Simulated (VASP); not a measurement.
# CaCuC4N4 (P-43m) in VASP: further runs, part 2 of 2

VASP 6.6.1.

## 3. Single point, PBE, collinear spin

This run uses another cell than the first one, of 27.05 Å³/atom.

Input file INCAR:

```
SYSTEM = CaCuC4N4
ALGO     = Normal         ! electronic algorithm
EDIFF    = 1E-6           ! SCF threshold, eV
ENCUT    = 520            ! plane-wave cutoff, eV
GGA      = PE             ! functional
ISIF     = 2              ! what is computed and relaxed
ISMEAR   = 0              ! smearing method
ISPIN    = 2              ! spin polarisation
LASPH    = .True.         ! aspherical terms in the spheres
LCHARG   = .False.        ! write CHGCAR
LMAXMIX  = 4              ! l up to which the mixer works
LORBIT   = 11             ! projections on sites
LREAL    = .False.        ! projectors in reciprocal space
LWAVE    = .False.        ! write WAVECAR
MAGMOM   = 0 1 0 0 0 0 0 0 0 0 ! initial moments
NBANDS   = 44             ! bands
NELM     = 150            ! most SCF steps
PREC     = Accurate       ! precision mode
SIGMA    = 0.1            ! smearing width, eV
```

Input file KPOINTS:

```
k-points
0
Gamma
  4 4 4
  0 0 0
```

Input file POSCAR:

```
CaCuC4N4
1.0
    6.4675712876      0.0000000000      0.0000000000
    0.0000000000      6.4675712876      0.0000000000
    0.0000000000      0.0000000000      6.4675712876
Ca Cu C N
1 1 4 4
Direct
    0.0000000000      0.0000000000      0.0000000000
    0.5000000000      0.5000000000      0.5000000000
    0.2230123369      0.2230123369      0.2230123369
    0.2230123369      0.7769876631      0.7769876631
    0.7769876631      0.2230123369      0.7769876631
    0.7769876631      0.7769876631      0.2230123369
    0.3273915456      0.3273915456      0.3273915456
    0.3273915456      0.6726084544      0.6726084544
    0.6726084544      0.3273915456      0.6726084544
    0.6726084544      0.6726084544      0.3273915456
```

Potentials or basis: VASP PAW PBE potentials, release 64 (Ca_sv, Cu, C, N).

The run is started by

```bash
cat potpaw_PBE.64/Ca_sv/POTCAR potpaw_PBE.64/Cu/POTCAR potpaw_PBE.64/C/POTCAR potpaw_PBE.64/N/POTCAR > POTCAR
mpirun -np 1 vasp_std > vasp.out
```

OUTCAR:

```text
SYSTEM = CaCuC4N4
   EDIFF = 1E-6
   ENCUT = 520
   GGA = PE
   ISIF = 2
   ISMEAR = 0
   ISPIN = 2
   LASPH = .True.
   LORBIT = 11
   LREAL = .False.
   NELM = 150
   PREC = Accurate

 ion  position               nearest neighbor table
   1  0.000  0.000  0.000-   3 2.50   4 2.50   5 2.50   6 2.50
   2  0.500  0.500  0.500-   7 1.93   8 1.93   9 1.93  10 1.93
   3  0.223  0.223  0.223-   7 1.17   1 2.50
   4  0.223  0.777  0.777-   8 1.17   1 2.50
   5  0.777  0.223  0.777-   9 1.17   1 2.50
   6  0.777  0.777  0.223-  10 1.17   1 2.50
   7  0.327  0.327  0.327-   3 1.17   2 1.93
   8  0.327  0.673  0.673-   4 1.17   2 1.93
   9  0.673  0.327  0.673-   5 1.17   2 1.93
  10  0.673  0.673  0.327-   6 1.17   2 1.93

  LATTYP: Found a simple cubic cell.
 ALAT       =     6.4675712876

  Lattice vectors:

 A1 = (   6.4675712876,   0.0000000000,   0.0000000000)
 A2 = (   0.0000000000,   6.4675712876,   0.0000000000)
 A3 = (   0.0000000000,   0.0000000000,   6.4675712876)

Analysis of symmetry for initial positions (statically):
=====================================================================
[... 1078 lines left out ...]
     0.000000000  6.467571288  0.000000000     0.000000000  0.154617546  0.000000000
     0.000000000  0.000000000  6.467571288     0.000000000  0.000000000  0.154617546

 POSITION                                       TOTAL-FORCE (eV/Angst)
 -----------------------------------------------------------------------------------
      0.00000      0.00000      0.00000         0.000000     -0.000000      0.000000
      3.23379      3.23379      3.23379         0.000000     -0.000000      0.000000
      1.44235      1.44235      1.44235        -0.191757     -0.191757     -0.191757
      1.44235      5.02522      5.02522        -0.191757      0.191757      0.191757
      5.02522      1.44235      5.02522         0.191757     -0.191757      0.191757
      5.02522      5.02522      1.44235         0.191757      0.191757     -0.191757
      2.11743      2.11743      2.11743         0.175227      0.175227      0.175227
      2.11743      4.35014      4.35014         0.175227     -0.175227     -0.175227
      4.35014      2.11743      4.35014        -0.175227      0.175227     -0.175227
      4.35014      4.35014      2.11743        -0.175227     -0.175227      0.175227
 -----------------------------------------------------------------------------------
    total drift:                                0.000000      0.000000     -0.000000

  FREE ENERGIE OF THE ION-ELECTRON SYSTEM (eV)
  ---------------------------------------------------
  free  energy   TOTEN  =       -72.7113802619 eV

  energy  without entropy=      -72.6374930632  energy(sigma->0) =      -72.67443666

 total charge

# of ion       s       p       d       tot
------------------------------------------
    1        2.040   5.858   0.195   8.093
    2        0.384   0.500   9.000   9.884
    3        0.976   1.592   0.000   2.568
    4        0.976   1.592   0.000   2.568
    5        0.976   1.592   0.000   2.568
    6        0.976   1.592   0.000   2.568
    7        1.305   2.585   0.000   3.890
    8        1.305   2.585   0.000   3.890
    9        1.305   2.585   0.000   3.890
   10        1.305   2.585   0.000   3.890
--------------------------------------------------
tot         11.550  23.067   9.195  43.812

 magnetization (x)

# of ion       s       p       d       tot
------------------------------------------
    1        0.000   0.001   0.003   0.004
    2       -0.000   0.022   0.610   0.632
    3        0.000   0.023   0.000   0.023
    4        0.000   0.023   0.000   0.023
    5        0.000   0.023   0.000   0.023
    6        0.000   0.023   0.000   0.023
    7        0.006   0.038   0.000   0.043
    8        0.006   0.038   0.000   0.043
    9        0.006   0.038   0.000   0.043
   10        0.006   0.038   0.000   0.043
--------------------------------------------------
tot          0.024   0.266   0.613   0.904
```

OSZICAR:

```text
N       E                     dE             d eps       ncg     rms          rms(c)
DAV:   1     0.499120522167E+03    0.49912E+03   -0.23580E+04  1760   0.115E+03
DAV:   2    -0.819972450195E+01   -0.50732E+03   -0.47146E+03  2012   0.297E+02
DAV:   3    -0.824223509814E+02   -0.74223E+02   -0.72386E+02  2456   0.122E+02
[... 11 lines left out ...]
DAV:  15    -0.727113534841E+02   -0.12104E-03   -0.35253E-04  2468   0.262E-01    0.639E-02
DAV:  16    -0.727113776639E+02   -0.24180E-04   -0.25924E-04  2452   0.454E-01    0.372E-02
DAV:  17    -0.727113788375E+02   -0.11736E-05   -0.77255E-05  2628   0.165E-01    0.113E-02
DAV:  18    -0.727113795281E+02   -0.69055E-06   -0.12626E-05  2308   0.321E-02    0.605E-03
DAV:  19    -0.727113802619E+02   -0.73385E-06   -0.25987E-06  1748   0.436E-02
   1 F= -.72711380E+02 E0= -.72674437E+02  d E =-.738872E-01  mag=     1.0002
```

stdout:

```text
POSCAR found type information on POSCAR CaCuC N
 POSCAR found :  4 types and      10 ions
 scaLAPACK will be used
 LDA part: xc-table for (Slater+PW92), standard interpolation
 POSCAR, INCAR and KPOINTS ok, starting setup
 FFT: planning ... GRIDC
 FFT: planning ... GRID_SOFT
 FFT: planning ... GRID
 WAVECAR not read
 entering main loop
```

It took 2.6 min on 1 thread of Intel Xeon 6975P-C (Granite Rapids), shared host; peak memory 0.51 GiB.

What came out:

```
Free energy                                           : -72.7114 eV
Pressure                                              : 0.4 GPa
Largest force                                         : 0.332 eV/Å
Band gap on the k mesh                                : zero (filled and empty bands overlap)
Net moment                                            : 1.00 μB per cell
Site moments                                          : Ca +0.00; Cu +0.63; C +0.02; N +0.04 μB
Valence electrons inside the program's atomic spheres : Ca 8.09; Cu 9.88; C 2.57; N 3.89
```

Forces in eV/Å, atoms in the order of the input:
```
Ca   0.000  0.000  0.000
Cu   0.000  0.000  0.000
C   -0.192 -0.192 -0.192
C   -0.192  0.192  0.192
C    0.192 -0.192  0.192
C    0.192  0.192 -0.192
N    0.175  0.175  0.175
N    0.175 -0.175 -0.175
N   -0.175  0.175 -0.175
N   -0.175 -0.175  0.175
```

Caveat: a cell with one magnetic atom can't hold antiferromagnetic order, which such compounds often take. With open d or f shells a metallic result of PBE can be an artefact of self-interaction; +U or a hybrid may open a gap.
